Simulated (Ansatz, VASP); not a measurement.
Two plane-wave programs on AgCl

INCAR

```
ALGO     = Normal         # electronic algorithm
EDIFF    = 1E-6           # SCF threshold, eV
ENCUT    = 520            # plane-wave cutoff, eV
GGA      = PS             # functional
ISIF     = 2              # what is computed and relaxed
ISMEAR   = 0              # smearing method
LASPH    = T              # aspherical terms in the spheres
LCHARG   = F              # write CHGCAR
LREAL    = F              # projectors in reciprocal space
LWAVE    = F              # write WAVECAR
NBANDS   = 16             # bands
NELM     = 80             # most SCF steps
PREC     = Accurate       # precision mode
SIGMA    = 0.05           # smearing width, eV
```

KPOINTS

```
k-points
0
Gamma
  12 12 12
```

File POSCAR:

```
AgCl
1.0
    3.3917994902      0.0918486322      0.0918486322
    0.0918486322      3.3917994902      0.0918486322
    0.0918486322      0.0918486322      3.3917994902
Ag Cl
1 1
Direct
    0.0000000000      0.0000000000      0.0000000000
    0.5000000000      0.5000000000      0.5000000000
```

Input for Ansatz:

```yaml
crystal:
  lattice:
    - [3.3917994902, 0.0918486322, 0.0918486322]
    - [0.0918486322, 3.3917994902, 0.0918486322]
    - [0.0918486322, 0.0918486322, 3.3917994902]
  atoms:
    - { symbol: Ag, position: [0.0, 0.0, 0.0] }
    - { symbol: Cl, position: [0.5, 0.5, 0.5] }
basis:
  ecutwfc: 420
kpoints:
  mp_grid: { grid: [12, 12, 12] }
hamiltonian:
  xc: pbesol
scf:
  occupations: { method: gaussian, width: 0.05 }
output:
  forces: true
  stress: true
  eigenvalues: true
```

Alike in both runs: task single point; functional PBEsol; k mesh 12 × 12 × 12; occupations gaussian, width 0.05 eV; no spin polarisation.

```csv
,VASP,Ansatz
version,VASP 6.6.1,Ansatz 0.2.0
potentials or method,"VASP PAW PBE potentials, release 64 (Ag, Cl), cutoff 520 eV","scalar-relativistic, plane waves, PAW"
valence electrons in the cell,18,26
```

```tsv
	VASP	Ansatz	Ansatz less VASP
gap on the k mesh at the Fermi level (eV)	0.30	0.30	-0.001
least direct gap on the mesh (eV)	1.90	1.90	-0.002
pressure (GPa)	-2.8	-2.7	+0.11
traceless stress, the component that is largest in VASP (GPa)	0.72	0.71	-0.005
```

VASP's potentials were made for PBE, not for PBEsol. The functional is the same, so the differences come from potentials, cutoffs and numerics. VASP's potentials hold 18 valence electrons a cell and Ansatz's 26, so a difference there can come from the potentials and not from the codes.
